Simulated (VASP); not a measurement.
Wanted: the native input for a VASP 6.6.1 run.

* Task: single point
* Functional: PBE
* Potentials or basis: VASP PAW PBE potentials, release 64 (Mg)
* Cutoff: 520 eV
* k mesh: 15 × 15 × 4
* Occupations: gaussian, width 0.1 eV
* Spin: no spin polarisation
* Dipole correction: no
* Further INCAR settings: ALGO = Normal; EDIFF = 1e-06; NBANDS = 12

The structure of Mg lies in POSCAR:

```
Mg
1.0
    3.2687952831      0.0000000000      0.0000000000
   -1.6343976415      2.8308597549      0.0000000000
    0.0000000000      0.0000000000     10.3080272049
Mg
4
Direct
    0.0000000000      0.0000000000      0.0000000000
    0.3333333300      0.6666666700      0.2500000000
    0.0000000000      0.0000000000      0.5000000000
    0.6666666700      0.3333333300      0.7500000000
```

This cell differs from its parent crystal: strained.

These files were run (other wordings do the same):

INCAR

```
  PREC = Accurate
  ENCUT = 520
  EDIFF = 1E-6
  ISMEAR = 0
  SIGMA = 0.1
  LREAL = F
  LASPH = T
  NELM = 100
  ALGO = Normal
  ISIF = 2
  LWAVE = F
  LCHARG = F
  GGA = PE
  NBANDS = 12
```

KPOINTS

```
regular mesh
0
Gamma
  15 15 4
```

Potentials or basis: VASP PAW PBE potentials, release 64 (Mg).

Run with:

```bash
$ cat potpaw_PBE.64/Mg/POTCAR > POTCAR
$ mpirun -np 1 vasp_std > vasp.out
```

Results of the run:

```yaml
Pressure: -1.3 GPa
Band_gap_on_the_k_mesh: zero (bands 4 and 5 overlap by 1.87 eV)
```

Caveat: the cell differs from its parent crystal (strained).

Wall time 82 s on 1 thread of Oxide Virtual Turin-like Processor, on a shared host, peak memory 0.21 GiB.
